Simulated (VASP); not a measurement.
# GaN (I4mm) in VASP: a series of runs, part 2 of 2

VASP 6.6.1. Earlier steps stand in the parts before.

## (3) Single point, r2SCAN

File POSCAR:

```
GaN
1.0
    0.0000000000      2.1352350000      2.1352350000
    2.1352350000      0.0000000000      2.1352350000
    2.1352350000      2.1352350000      0.0000000000
Ga N
1 1
Direct
    0.0585415657      0.0585415657     -0.0585415657
    0.5000000000      0.5000000000      0.5000000000
```

File INCAR.step1:

```
  PREC = Accurate
  ENCUT = 1460
  ISMEAR = 0
  SIGMA = 0.05
  LREAL = F
  LASPH = T
  NELM = 120
  NBANDS = 16
  GGA = PE
  ALGO = Normal
  EDIFF = 1E-5
  LWAVE = T
  LCHARG = F
  GGA_COMPAT = F
```

File INCAR.step2:

```
  PREC = Accurate
  ENCUT = 1460
  EDIFF = 1E-6
  ISMEAR = 0
  SIGMA = 0.05
  LREAL = F
  LASPH = T
  NELM = 120
  ALGO = Normal
  ISIF = 2
  LWAVE = F
  LCHARG = F
  METAGGA = R2SCAN
  LMIXTAU = T
  NBANDS = 16
  ISTART = 1
  GGA_COMPAT = F
```

File KPOINTS:

```
regular mesh
0
Gamma
  12 12 12
```

Potentials or basis: VASP PAW PBE potentials, release 64 (Ga_d, N_h).

The run is started by

```bash
$ cat potpaw_PBE.64/Ga_d/POTCAR potpaw_PBE.64/N_h/POTCAR > POTCAR
$ cp INCAR.step1 INCAR
$ mpirun -np 1 vasp_std > vasp.out
$ cp INCAR.step2 INCAR
$ mpirun -np 1 vasp_std > vasp.out
```

OUTCAR:

```text
PREC = Accurate
   ENCUT = 1460
   EDIFF = 1E-6
   ISMEAR = 0
   LREAL = F
   LASPH = T
   NELM = 120
   ISIF = 2
   METAGGA = R2SCAN
   ISTART = 1

 ion  position               nearest neighbor table
   1  0.059  0.059  0.941-   2 1.89   2 2.15   2 2.15   2 2.15   2 2.15
   2  0.500  0.500  0.500-   1 1.89   1 2.15   1 2.15   1 2.15   1 2.15

  LATTYP: Found a face centered cubic cell.
 ALAT       =     4.2704700000

  Lattice vectors:

 A1 = (   0.0000000000,   2.1352350000,   2.1352350000)
 A2 = (   2.1352350000,   0.0000000000,   2.1352350000)
 A3 = (   2.1352350000,   2.1352350000,   0.0000000000)

Analysis of symmetry for initial positions (statically):
=====================================================================
 Subroutine PRICEL returns:
 Original cell was already a primitive cell.

 Routine SETGRP: Setting up the symmetry group for a
 face centered cubic supercell.

 Subroutine GETGRP returns: Found  8 space group operations
 (whereof  8 operations were pure point group operations)
 out of a pool of 48 trial point group operations.

The static configuration has the point symmetry C_4v.

Analysis of symmetry for dynamics (positions and initial velocities):
=====================================================================
 Subroutine PRICEL returns:
 Original cell was already a primitive cell.

 Routine SETGRP: Setting up the symmetry group for a
 face centered cubic supercell.

 Subroutine GETGRP returns: Found  8 space group operations
 (whereof  8 operations were pure point group operations)
 out of a pool of 48 trial point group operations.

The dynamic configuration has the point symmetry C_4v.

 Subroutine INISYM returns: Found  8 space group operations
 (whereof  8 operations are pure point group operations),
[... 105 lines left out ...]
   TEBEG  =    0.0;   TEEND  =   0.0 temperature during run
   PSTRESS=    0.0 pullay stress
   NELECT =      18.0000    total number of electrons
   NUPDOWN=      -1.0000    fix difference up-down
   EMIN   =  10.00;   EMAX   =-10.00  energy-range for DOS
   EFERMI =   0.00;   METHOD = LEGACY
   ISMEAR =     0;   SIGMA  =   0.05  broadening in eV -4-tet -1-fermi 0-gaus
   EFERMI_NEDOS =   21; number of points for ismear=-14 and -15
   IALGO  =     38    algorithm
   IMIX   =      4    mixing-type and parameters
     AMIX     =   0.40;   BMIX     =  1.00
     AMIX_MAG =   1.60;   BMIX_MAG =  1.00
  volume/ion in A,a.u.               =       9.74        65.70
  Fermi-wavevector in a.u.,A,eV,Ry     =   1.594814  3.013761 34.605481  2.543431
  Thomas-Fermi vector in A             =   2.692830
   LORBIT       =      0    0 simple, 1 ext, 2 COOP (PROOUT), +10 PAW based schemes
   METAGGA = R2SCAN    functional components
   LHFCALC =     F    Hartree Fock is set to
   AEXX    =    0.0000 exact exchange contribution
   IVDW    =     0    specifies the selected vdW correction
   LEPSILON=     F    determine dielectric tensor
   LRPA    =     F    only Hartree local field effects (RPA)
 non-spin polarized calculation
 Gauss-broadening in eV      SIGMA  =   0.05
  energy-cutoff  :     1460.00
  volume of cell :       19.47
 maximum number of plane-waves:      2488
 NGX is ok and might be reduce to    40
   NGX = 19   NGY = 19   NGZ = 19

 number of electron      18.0000000 magnetization

 Free energy of the ion-electron system (eV)
  ---------------------------------------------------
  ext. energy  EPLUGINS =         0.00000000
  ---------------------------------------------------
  free energy    TOTEN  =       -20.85477345 eV

  energy without entropy =      -20.85477345  energy(sigma->0) =      -20.85477345

 E-fermi :   7.8665     XC(G=0): -13.9295

 val. band max:        7.6214770788   @ k =  -0.1667   0.1667   0.0000
 cond. band min:       8.5374499210   @ k =   0.0000   0.5000   0.5000
 fundamental gap:      0.9159728422
 Fermi energy:         7.8665220097

 k-point     1 :       0.0000    0.0000    0.0000
  band No.  band energies     occupation
      1     -10.2291      2.00000
      2      -6.7944      2.00000
      3      -6.7944      2.00000
      4      -6.7821      2.00000
      5      -6.7695      2.00000
      6      -6.7040      2.00000
[... 433 lines left out ...]
      3      -6.8587      2.00000
      4      -6.7541      2.00000
      5      -6.6724      2.00000
      6      -6.5650      2.00000
[... 8 lines left out ...]
     15      25.4832      0.00000
     16      28.2946      0.00000

 [... further k-points ...]
[... 5 lines left out ...]
  --------------------------------------------------------------------------------------
  -------------------------------------------------------------------------------------
  Total       -1.1498735     -1.1498735      2.3226945      0.0000000     -0.0000000     -0.0000000
  in kB      -94.6223232    -94.6223232    191.1329847      0.0000000     -0.0000000     -0.0000000
  external PRESSURE =       0.6294461 kB  Pullay stress =       0.0000000 kB

 VOLUME and BASIS-vectors are now :
 -----------------------------------------------------------------------------
  energy-cutoff  :     1460.00
  volume of cell :       19.47
      direct lattice vectors                 reciprocal lattice vectors
     0.000000000  2.135235000  2.135235000    -0.234166263  0.234166263  0.234166263
     2.135235000  0.000000000  2.135235000     0.234166263 -0.234166263  0.234166263
     2.135235000  2.135235000  0.000000000     0.234166263  0.234166263 -0.234166263

 POSITION                                       TOTAL-FORCE (eV/Angst)
 -----------------------------------------------------------------------------------
      2.13524      2.13524      0.25000         0.000000      0.000000     -1.283973
      2.13524      2.13524      2.13524         0.000000      0.000000      1.283973
 -----------------------------------------------------------------------------------
    total drift:                                0.000000      0.000000     -0.001247

  FREE ENERGIE OF THE ION-ELECTRON SYSTEM (eV)
  ---------------------------------------------------
  free  energy   TOTEN  =       -20.8547734498 eV

  energy  without entropy=      -20.8547734498  energy(sigma->0) =      -20.85477345
```

It took 12 min on 1 thread of Intel Xeon Platinum 8259CL at 2.50GHz (Skylake/Cascade Lake), shared host; peak memory 0.45 GiB.

What came out:

```yaml
Free_energy: -20.8548 eV
Pressure: 0.1 GPa
Largest_force: 1.284 eV/Å
Band_gap_on_the_k_mesh: 0.92 eV (least direct gap 2.75 eV)
```

Forces in eV/Å, atoms in the order of the input:
```
Ga   0.000  0.000 -1.284
N    0.000  0.000  1.284
```

Stress tensor (GPa, compression positive):
```
-9.46  0.00  0.00
 0.00 -9.46  0.00
 0.00  0.00 19.11
```

Levels at points of the mesh, in eV from the valence-band top:
```
           k point  band 5  band 6  band 7  band 8  band 9  band 10  band 11  band 12  band 13  band 14
(0.00, 0.00, 0.00)  -14.39  -14.33   -0.57   -0.38   -0.38     2.37    14.22    14.22    15.25    17.00
(0.50, 0.00, 0.00)  -14.19  -14.00   -8.17   -0.44   -0.25     5.33     9.09     9.72    10.86    16.98
(0.50, 0.50, 0.00)  -14.14  -11.65   -7.12   -3.02   -3.02     1.04     8.47    12.91    15.32    15.32
(0.00, 0.50, 0.50)  -14.14  -11.72   -6.99   -3.02   -2.81     0.92     7.94    12.72    15.65    15.96
```

Caveat: the cell differs from its parent crystal (all Ga atoms moved -0.250 Å, as atom 1 towards its neighbour atom 2 (N) at 2.135 Å); the stress differs along the axes, from -9 to 19 GPa; the PAW data sets were made with another functional, which shifts forces and pressure a little. A k mesh can miss the band edges.

## (4) Single point, r2SCAN

Edit POSCAR of step 3 so:

```diff
@@ -8,3 +8,3 @@
 Direct
-    0.0585415657      0.0585415657     -0.0585415657
+   -0.0439061743     -0.0439061743      0.0439061743
     0.5000000000      0.5000000000      0.5000000000
```

File INCAR.step1:

```
PREC = Accurate ; ENCUT = 1460
ISMEAR = 0 ; SIGMA = 0.05
LREAL = F ; LASPH = T
NELM = 120 ; NBANDS = 16
GGA = PE ; ALGO = Normal
EDIFF = 1E-5 ; LWAVE = T
LCHARG = F ; GGA_COMPAT = F
```

File INCAR.step2:

```
PREC = Accurate ; ENCUT = 1460
EDIFF = 1E-6 ; ISMEAR = 0
SIGMA = 0.05 ; LREAL = F
LASPH = T ; NELM = 120
ALGO = Normal ; ISIF = 2
LWAVE = F ; LCHARG = F
METAGGA = R2SCAN ; LMIXTAU = T
NBANDS = 16 ; ISTART = 1
GGA_COMPAT = F
```

KPOINTS is that of step 3.

The run is started by

```bash
$ cat potpaw_PBE.64/Ga_d/POTCAR potpaw_PBE.64/N_h/POTCAR > POTCAR
$ cp INCAR.step1 INCAR
$ mpirun -np 1 vasp_std > vasp.out
$ cp INCAR.step2 INCAR
$ mpirun -np 1 vasp_std > vasp.out
```

It took 14 min on 1 thread of Intel Xeon Platinum 8259CL at 2.50GHz (Skylake/Cascade Lake), shared host; peak memory 0.45 GiB.

The run converged. Its results:

```
Free energy            : -20.9153 eV
Pressure               : -3.4 GPa
Largest force          : 0.694 eV/Å
Band gap on the k mesh : 0.90 eV (least direct gap 2.82 eV)
```

Forces on the atoms (eV/Å):
```
Ga   0.000  0.000  0.694
N    0.000  0.000 -0.694
```

Stress tensor (GPa, compression positive):
```
-8.71  0.00  0.00
 0.00 -8.71  0.00
 0.00  0.00  7.17
```

Levels at points of the mesh, in eV from the valence-band top:
```tsv
k point	band 7	band 8	band 9	band 10	band 11	band 12
(0.00, 0.00, 0.00)	-0.54	-0.43	-0.43	2.39	14.56	14.56
(0.50, 0.00, 0.00)	-8.18	-0.34	-0.23	5.28	9.21	9.67
(0.50, 0.50, 0.00)	-7.07	-3.02	-3.02	0.97	8.46	12.83
(0.00, 0.50, 0.50)	-6.99	-3.02	-2.90	0.90	8.15	12.72
```

Caveat: the cell differs from its parent crystal (all Ga atoms moved +0.188 Å, as atom 1 towards its neighbour atom 2 (N) at 2.135 Å); the stress differs along the axes, from -9 to 7 GPa; the PAW data sets were made with another functional, which shifts forces and pressure a little. A k mesh can miss the band edges.

## (5) The runs side by side

```tsv
cell	gap on the mesh (eV)	pressure (GPa)	largest force (eV/Å)
as given, atomic positions A	0.96	11.2	3.53
as given, atomic positions B	0.92	0.1	1.28
as given, atomic positions C	0.90	-3.4	0.69
```

Alike in all rows: task single point; level r2SCAN; potentials or basis VASP PAW PBE potentials, release 64 (Ga_d, N_h); no spin polarisation; k mesh 12 × 12 × 12; cutoff (eV) 1460; smearing gaussian 0.05 eV.

Caveats: the PAW data sets were made with another functional, which shifts forces and pressure a little; the stress differs along the axes, from -11 to 56 GPa (at least some runs); the stress differs along the axes, from -9 to 19 GPa (at least some runs); the stress differs along the axes, from -9 to 7 GPa (at least some runs).

Total energies depend on the potentials used, so only differences within one code and one set of settings carry meaning.
